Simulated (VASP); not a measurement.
# Al3SiNi (P4mm) in VASP: a series of runs, part 3 of 3

VASP 6.6.1. The steps go on from the part before.

## 5. Relaxation of cell and atoms, PBE

This run uses another cell than the first one, of 17.78 Å³/atom.

Contents of INCAR:

```
  PREC = Accurate
  ENCUT = 600
  EDIFF = 1E-7
  ISMEAR = 0
  SIGMA = 0.1
  LREAL = F
  LASPH = T
  NELM = 60
  ALGO = Fast
  ISIF = 3
  LWAVE = F
  LCHARG = F
  GGA = PE
  IBRION = 2
  NSW = 100
  EDIFFG = -0.01
```

Contents of KPOINTS:

```
regular mesh
0
Gamma
  10 10 6
```

Contents of POSCAR:

```
Al3SiNi
1.0
    3.7868742658      0.0000000000      0.0000000000
    0.0000000000      3.7868742658      0.0000000000
    0.0000000000      0.0000000000      6.1987234129
Al Si Ni
3 1 1
Direct
    0.5000000000      0.0000000000      0.6618089970
    0.0000000000      0.5000000000      0.6618089970
    0.5000000000      0.5000000000      0.3523404629
    0.5000000000      0.5000000000      0.9628189196
    0.0000000000      0.0000000000      0.9101152436
```

Potentials or basis: VASP PAW PBE potentials, release 64 (Al, Si, Ni).

On the command line:

```
> cat potpaw_PBE.64/Al/POTCAR potpaw_PBE.64/Si/POTCAR potpaw_PBE.64/Ni/POTCAR > POTCAR
> mpirun -np 1 vasp_std > vasp.out
```

OUTCAR:

```text
PREC = Accurate
   ENCUT = 600
   EDIFF = 1E-7
   ISMEAR = 0
   LREAL = F
   LASPH = T
   NELM = 60
   ISIF = 3
   GGA = PE
   IBRION = 2
   NSW = 100
   EDIFFG = -0.01

 ion  position               nearest neighbor table
   1  0.500  0.000  0.662-   5 2.44   5 2.44   4 2.66   4 2.66   2 2.68   2 2.68   2 2.68   2 2.68
                             3 2.70   3 2.70
   2  0.000  0.500  0.662-   5 2.44   5 2.44   4 2.66   4 2.66   1 2.68   1 2.68   1 2.68   1 2.68
                             3 2.70   3 2.70
   3  0.500  0.500  0.352-   4 2.41   2 2.70   1 2.70   1 2.70   2 2.70
   4  0.500  0.500  0.963-   3 2.41   2 2.66   1 2.66   1 2.66   2 2.66   5 2.70   5 2.70   5 2.70
                             5 2.70
   5  0.000  0.000  0.910-   1 2.44   2 2.44   2 2.44   1 2.44   4 2.70   4 2.70   4 2.70   4 2.70

  LATTYP: Found a simple tetragonal cell.
 ALAT       =     3.7868742658
 C/A-ratio  =     1.6368970760

  Lattice vectors:

 A1 = (   3.7868742658,   0.0000000000,   0.0000000000)
[... 322 lines left out ...]
      2      -0.7596      2.00000
      3       0.5363      2.00000
      4       3.5317      2.00000
      5       3.7891      2.00000
      6       3.7891      2.00000
      7       4.4573      2.00000
      8       4.5326      2.00000
      9       5.2194      2.00000
     10       5.2194      2.00000
     11       6.8094      0.00003
     12       8.4183      0.00000
     13       8.4701      0.00000
     14       8.4701      0.00000
[... 401 lines left out ...]
      2      -0.9341      2.00000
      3       1.3945      2.00000
      4       1.8648      2.00000
      5       3.7348      2.00000
      6       3.8706      2.00000
      7       4.3087      2.00000
      8       4.5249      2.00000
      9       4.7715      2.00000
     10       5.8831      2.00000
     11       5.9571      2.00000
     12       7.6826      0.00000
     13       8.3487      0.00000
     14       8.5445      0.00000
     15       9.4064      0.00000

 [... further k-points ...]
[... 5 lines left out ...]
  --------------------------------------------------------------------------------------
  -------------------------------------------------------------------------------------
  Total       -0.0271588     -0.0271588      0.0040067      0.0000000      0.0000000      0.0000000
  in kB       -0.4880550     -0.4880550      0.0720016      0.0000000      0.0000000      0.0000000
  external PRESSURE =      -0.3013695 kB  Pullay stress =       0.0000000 kB
[... 20 lines left out ...]
  FREE ENERGIE OF THE ION-ELECTRON SYSTEM (eV)
  ---------------------------------------------------
  free  energy   TOTEN  =       -21.6014328679 eV

  energy  without entropy=      -21.5892167627  energy(sigma->0) =      -21.59532482

 reached required accuracy - stopping structural energy minimisation
```

OSZICAR:

```text
N       E                     dE             d eps       ncg     rms          rms(c)
DAV:   1     0.857711673766E+02    0.85771E+02   -0.91169E+03  2520   0.148E+03
DAV:   2    -0.170341799857E+02   -0.10281E+03   -0.99938E+02  2562   0.251E+02
DAV:   3    -0.237433825863E+02   -0.67092E+01   -0.65665E+01  3552   0.670E+01
[... 45 lines left out ...]
RMM:   4    -0.216014352357E+02    0.10430E-04   -0.17117E-04  2521   0.854E-02    0.160E-02
RMM:   5    -0.216014328800E+02    0.23557E-05   -0.15514E-05  2659   0.364E-02    0.858E-03
RMM:   6    -0.216014327871E+02    0.92893E-07   -0.50172E-06  2707   0.230E-02    0.452E-03
RMM:   7    -0.216014328666E+02   -0.79505E-07   -0.14184E-06  2440   0.148E-02    0.264E-03
RMM:   8    -0.216014328679E+02   -0.12442E-08   -0.66753E-07  2212   0.806E-03
   4 F= -.21601433E+02 E0= -.21595325E+02  d E =-.175927E-03
```

It took 3.1 min on 1 thread of Intel Xeon 6975P-C (Granite Rapids), shared host; peak memory 0.32 GiB.

Results:

- Free energy: -21.6014 eV
- Relaxed volume: 17.83 Å³/atom
- Relaxed cell: a = 3.787 Å, b = 3.787 Å, c = 6.216 Å, α = 90.00°, β = 90.00°, γ = 90.00°
- Space group after relaxing (to 0.1 Å): P4mm (No. 99)
- Energy gained by relaxing: 0.2 meV/atom
- Ionic steps: 4
- Pressure after relaxing: 0.0 GPa
- Largest force after relaxing: 0.010 eV/Å
- Band gap on the k mesh: zero (an odd number of electrons rules out a gap without spin polarisation)

Forces on the atoms (eV/Å):
```
Al   0.000  0.000  0.003
Al   0.000  0.000  0.003
Al   0.000  0.000 -0.010
Si   0.000  0.000 -0.003
Ni   0.000  0.000  0.006
```

Step by step:
| step | energy change (eV) | largest force (eV/Å) | pressure (GPa) | volume (Å³) |
| --- | --- | --- | --- | --- |
| 1 | 0.0000 | 0.0751 | 0.27 | 88.89 |
| 2 | -0.0006 | 0.0284 | -0.15 | 89.27 |
| 3 | -0.0006 | 0.0322 | -0.12 | 89.24 |
| 4 | -0.0008 | 0.0099 | -0.03 | 89.16 |

Final structure:
```yaml
crystal:
  lattice:
    - [3.78721, 0.00000, 0.00000]
    - [0.00000, 3.78721, 0.00000]
    - [0.00000, 0.00000, 6.21604]
  atoms:
    - { symbol: Al, position: [0.50000, 0.00000, 0.66218] }
    - { symbol: Al, position: [0.00000, 0.50000, 0.66218] }
    - { symbol: Al, position: [0.50000, 0.50000, 0.35142] }
    - { symbol: Si, position: [0.50000, 0.50000, 0.96256] }
    - { symbol: Ni, position: [0.00000, 0.00000, 0.91055] }
```

Levels at points of the mesh, in eV from the Fermi level:
```
           k point  band 7  band 8  band 9  band 10  band 11  band 12  band 13  band 14  band 15
(0.00, 0.00, 0.00)   -2.06   -1.98   -1.29    -1.29     0.30     1.90     1.96     1.96     2.86
(0.50, 0.00, 0.00)   -2.20   -1.73   -1.65    -1.50    -1.23     0.96     1.97     2.11     3.53
(0.50, 0.50, 0.00)   -2.47   -2.47   -1.89    -1.89    -1.70    -1.66    -0.82     1.30     1.40
(0.00, 0.00, 0.50)   -2.66   -1.98   -1.14    -1.14    -0.17     0.41     1.06     1.06     1.99
(0.50, 0.00, 0.50)   -2.21   -2.08   -1.71    -1.07     0.79     1.11     1.51     2.11     2.40
(0.50, 0.50, 0.50)   -3.19   -1.70   -1.69    -1.69    -1.66    -1.54    -0.10     0.10     2.28
```

## 6. Relaxation of cell and atoms, PBE, collinear spin, ferromagnetic start

This run uses another cell than the first one, of 16.04 Å³/atom.

Contents of INCAR:

```
ALGO     = Fast           # electronic algorithm
EDIFF    = 1E-7           # SCF threshold, eV
EDIFFG   = -0.04          # ionic threshold
ENCUT    = 600            # plane-wave cutoff, eV
GGA      = PE             # functional
IBRION   = 2              # ionic algorithm
ISIF     = 3              # what is computed and relaxed
ISMEAR   = 0              # smearing method
ISPIN    = 2              # spin polarisation
LASPH    = True           # aspherical terms in the spheres
LCHARG   = False          # write CHGCAR
LMAXMIX  = 4              # l up to which the mixer works
LORBIT   = 11             # projections on sites
LREAL    = False          # projectors in reciprocal space
LWAVE    = False          # write WAVECAR
MAGMOM   = 0 0 0 0 2      # initial moments
NELM     = 150            # most SCF steps
NSW      = 90             # ionic steps
PREC     = Accurate       # precision mode
SIGMA    = 0.1            # smearing width, eV
```

Contents of KPOINTS:

```
k-points
0
Gamma
  4 4 4
```

Contents of POSCAR:

```
Al3SiNi
1.0
    4.4005043500      0.0000000000      0.0000000000
    0.0000000000      4.4005043500      0.0000000000
    0.0000000000      0.0000000000      4.1421995400
Al Si Ni
3 1 1
Direct
    0.5000000000      0.0000000000      0.6208633500
    0.0000000000      0.5000000000      0.6208633500
    0.5000000000      0.5000000000      0.3936247500
    0.5000000000      0.5000000000      0.8657838000
    0.0000000000      0.0000000000      0.0477573700
```

Potentials or basis: VASP PAW PBE potentials, release 64 (Al, Si, Ni).

On the command line:

```
> cat potpaw_PBE.64/Al/POTCAR potpaw_PBE.64/Si/POTCAR potpaw_PBE.64/Ni/POTCAR > POTCAR
> mpirun -np 1 vasp_std > vasp.out
```

OUTCAR:

```text
EDIFF = 1E-7
   EDIFFG = -0.04
   ENCUT = 600
   GGA = PE
   IBRION = 2
   ISIF = 3
   ISMEAR = 0
   ISPIN = 2
   LASPH = True
   LORBIT = 11
   LREAL = False
   NELM = 150
   NSW = 90
   PREC = Accurate

 ion  position               nearest neighbor table
   1  0.500  0.000  0.621-   3 2.39   3 2.39   4 2.42   4 2.42   5 2.82   5 2.82   2 3.11   2 3.11
                             2 3.11   2 3.11
   2  0.000  0.500  0.621-   3 2.39   3 2.39   4 2.42   4 2.42   5 2.82   5 2.82   1 3.11   1 3.11
                             1 3.11   1 3.11
   3  0.500  0.500  0.394-   4 1.96   4 2.19   1 2.39   2 2.39   1 2.39   2 2.39
   4  0.500  0.500  0.866-   3 1.96   3 2.19   2 2.42   1 2.42   1 2.42   2 2.42
   5  0.000  0.000  0.048-   1 2.82   2 2.82   2 2.82   1 2.82

  LATTYP: Found a simple tetragonal cell.
 ALAT       =     4.4005043500
 C/A-ratio  =     0.9413010897

  Lattice vectors:

 A1 = (   4.4005043500,   0.0000000000,   0.0000000000)
 A2 = (   0.0000000000,   4.4005043500,   0.0000000000)
 A3 = (   0.0000000000,   0.0000000000,   4.1421995400)

Analysis of symmetry for initial positions (statically):
=====================================================================
 Subroutine PRICEL returns:
 Original cell was already a primitive cell.

 Routine SETGRP: Setting up the symmetry group for a
 simple tetragonal supercell.

 Subroutine GETGRP returns: Found  8 space group operations
 (whereof  8 operations were pure point group operations)
 out of a pool of 16 trial point group operations.

The static configuration has the point symmetry C_4v.

Analysis of symmetry for dynamics (positions and initial velocities):
=====================================================================
 Subroutine PRICEL returns:
 Original cell was already a primitive cell.

 Routine SETGRP: Setting up the symmetry group for a
 simple tetragonal supercell.

 Subroutine GETGRP returns: Found  8 space group operations
 (whereof  8 operations were pure point group operations)
 out of a pool of 16 trial point group operations.

The dynamic configuration has the point symmetry C_4v.

Analysis of structural, dynamic, and magnetic symmetry:
=====================================================================
 Subroutine PRICEL returns:
 Original cell was already a primitive cell.

 Routine SETGRP: Setting up the symmetry group for a
 simple tetragonal supercell.

 Subroutine GETGRP returns: Found  8 space group operations
 (whereof  8 operations were pure point group operations)
 out of a pool of 16 trial point group operations.

The overall configuration has the point symmetry C_4v.

 Subroutine INISYM returns: Found  8 space group operations
 (whereof  8 operations are pure point group operations),
 and found     1 'primitive' translations

----------------------------------------------------------------------------------------

                                     Primitive cell

  volume of cell :      80.2114
[... 88 lines left out ...]
   EDIFF  = 0.1E-06   stopping-criterion for ELM
   LREAL  =      F    real-space projection
   EDIFFG = -.4E-01   stopping-criterion for IOM
   NSW    =     90    number of steps for IOM
   IBRION =      2    ionic relax: 0-MD 1-quasi-New 2-CG
   NFREE  =      1    steps in history (QN), initial steepest desc. (CG)
   ISIF   =      3    stress and relaxation
   ISYM   =      2    0-nonsym 1-usesym 2-fastsym
   POTIM  = 0.5000    time-step for ionic-motion
   TEBEG  =    0.0;   TEEND  =   0.0 temperature during run
   PSTRESS=    0.0 pullay stress
   NELECT =      23.0000    total number of electrons
   NUPDOWN=      -1.0000    fix difference up-down
   EMIN   =  10.00;   EMAX   =-10.00  energy-range for DOS
   EFERMI =   0.00;   METHOD = LEGACY
   ISMEAR =     0;   SIGMA  =   0.10  broadening in eV -4-tet -1-fermi 0-gaus
   EFERMI_NEDOS =   21; number of points for ismear=-14 and -15
   IALGO  =     68    algorithm
   IMIX   =      4    mixing-type and parameters
     AMIX     =   0.40;   BMIX     =  1.00
     AMIX_MAG =   1.60;   BMIX_MAG =  1.00
  volume/ion in A,a.u.               =      16.04       108.26
  Fermi-wavevector in a.u.,A,eV,Ry     =   1.079540  2.040035 15.856324  1.165407
  Thomas-Fermi vector in A             =   2.215508
   LORBIT       =     11    0 simple, 1 ext, 2 COOP (PROOUT), +10 PAW based schemes
   GGA     = PE    functional components
   LHFCALC =     F    Hartree Fock is set to
   AEXX    =    0.0000 exact exchange contribution
   IVDW    =     0    specifies the selected vdW correction
   LEPSILON=     F    determine dielectric tensor
   LRPA    =     F    only Hartree local field effects (RPA)
 conjugate gradient relaxation of ions
 spin polarized calculation
 RMM-DIIS sequential band-by-band and
 Gauss-broadening in eV      SIGMA  =   0.10
  energy-cutoff  :      600.00
  volume of cell :       80.21
 maximum number of plane-waves:      2704
 NGX is ok and might be reduce to    36
   NGX = 17   NGY = 17   NGZ = 17

--------------------------------------- Ionic step        1  -------------------------------------------

 number of electron      22.9999996 magnetization      -0.0015045

 number of electron      22.9999996 magnetization       0.0005043

 Free energy of the ion-electron system (eV)
  ---------------------------------------------------
  ext. energy  EPLUGINS =         0.00000000
  ---------------------------------------------------
  free energy    TOTEN  =       -16.61155317 eV

  energy without entropy =      -16.60431803  energy(sigma->0) =      -16.60793560

------------------------ aborting loop because EDIFF is reached ----------------------------------------

  FORCE on cell =-STRESS in cart. coord.  units (eV):
  Direction    XX          YY          ZZ          XY          YZ          ZX
  --------------------------------------------------------------------------------------
  -------------------------------------------------------------------------------------
  Total        4.5844575      4.5844575     22.6108048      0.0000000      0.0000000      0.0000000
  in kB       91.5719805     91.5719805    451.6382109      0.0000000      0.0000000      0.0000000
  external PRESSURE =     211.5940573 kB  Pullay stress =       0.0000000 kB
[... 69 lines left out ...]
 number of electron      22.9999996 magnetization      -0.0065109

 number of electron      22.9999998 magnetization       0.1402004

------------------------ aborting loop EDIFF was not reached (unconverged)  ----------------------------

  FORCE on cell =-STRESS in cart. coord.  units (eV):
  Direction    XX          YY          ZZ          XY          YZ          ZX
  --------------------------------------------------------------------------------------
  -------------------------------------------------------------------------------------
  Total        9.0944624      9.0944624     26.9637018      0.0000000      0.0000000      0.0000000
  in kB      163.5397480    163.5397480    484.8705505      0.0000000      0.0000000      0.0000000
  external PRESSURE =     270.6500155 kB  Pullay stress =       0.0000000 kB
[... 1403 lines left out ...]
      3       1.0210      1.00000
      4       1.0210      1.00000
      5       2.3884      1.00000
      6       3.6120      1.00000
[... 8 lines left out ...]
     15       9.8213      0.00000
     16      11.3062      0.00000

[... ionic steps 4 to 29 ...]

--------------------------------------- Ionic step       30  -------------------------------------------

 number of electron      22.9999993 magnetization       0.0000029

 number of electron      22.9999993 magnetization      -0.0000024
[... 79 lines left out ...]
 number of electron      22.9999982 magnetization       0.0000005

 number of electron      22.9999982 magnetization      -0.0000004

 Free energy of the ion-electron system (eV)
  ---------------------------------------------------
  ext. energy  EPLUGINS =         0.00000000
  ---------------------------------------------------
  free energy    TOTEN  =       -21.64530594 eV

  energy without entropy =      -21.63433856  energy(sigma->0) =      -21.63982225

 E-fermi :   6.5316     XC(G=0):  -9.8526

 val. band max:        6.4084842308   @ k =   0.5000   0.5000   0.5000
 cond. band min:       6.5366204487   @ k =   0.2500   0.2500   0.0000
 fundamental gap:      0.1281362179
 Fermi energy:         6.5316132208
[... 719 lines left out ...]
  FREE ENERGIE OF THE ION-ELECTRON SYSTEM (eV)
  ---------------------------------------------------
  free  energy   TOTEN  =       -21.6453059415 eV

  energy  without entropy=      -21.6343385619  energy(sigma->0) =      -21.63982225

 reached required accuracy - stopping structural energy minimisation

 total charge

# of ion       s       p       d       tot
------------------------------------------
    1        0.412   0.409   0.000   0.821
    2        0.412   0.409   0.000   0.821
    3        0.442   0.339   0.000   0.781
    4        0.763   0.840   0.000   1.603
    5        0.448   0.397   8.447   9.292
--------------------------------------------------
tot          2.477   2.394   8.447  13.319

 magnetization (x)

# of ion       s       p       d       tot
------------------------------------------
    1       -0.000  -0.000   0.000  -0.000
    2       -0.000  -0.000   0.000  -0.000
    3        0.000  -0.000   0.000  -0.000
    4        0.000  -0.000   0.000   0.000
    5        0.000   0.000   0.000   0.000
--------------------------------------------------
tot          0.000   0.000   0.000   0.000
```

Wall time 23 min (1 thread of Intel Xeon 6975P-C (Granite Rapids), shared host); peak memory 0.28 GiB.

What came out:

```
Free energy                                           : -21.6453 eV
Relaxed volume                                        : 17.82 Å³/atom
Relaxed cell                                          : a = 3.789 Å, b = 3.789 Å, c = 6.207 Å, α = 90.00°, β = 90.00°, γ = 90.00°
Space group after relaxing (to 0.1 Å)                 : P4mm (No. 99)
Pressure after relaxing                               : -0.2 GPa
Largest force after relaxing                          : 0.023 eV/Å
Net moment                                            : 0.00 μB per cell
Valence electrons inside the program's atomic spheres : Al 0.82, 0.78 (each value once); Si 1.60; Ni 9.29
```

Forces on the atoms (eV/Å):
```
Al   0.000  0.000 -0.009
Al   0.000  0.000 -0.009
Al   0.000  0.000  0.012
Si   0.000  0.000 -0.017
Ni   0.000  0.000  0.023
```

Final structure:
```xyz
5
Lattice="3.7892 0.0000 0.0000 0.0000 3.7892 0.0000 0.0000 0.0000 6.2069" Properties=species:S:1:pos:R:3 pbc="T T T"
Al    1.8946    0.0000    4.1096
Al    0.0000    1.8946    4.1096
Al    1.8946    1.8946    2.1867
Si    1.8946    1.8946    5.9757
Ni    0.0000    0.0000    5.6458
```

Caveat: the k points lie up to 0.41 Å⁻¹ apart in the final cell; the moments typed at the start vanished in this run; a cell axis changed by over 15 % at a fixed basis, so the end point is rough.

The gap in the log of VASP goes by the Fermi energy; the results here count the filled bands.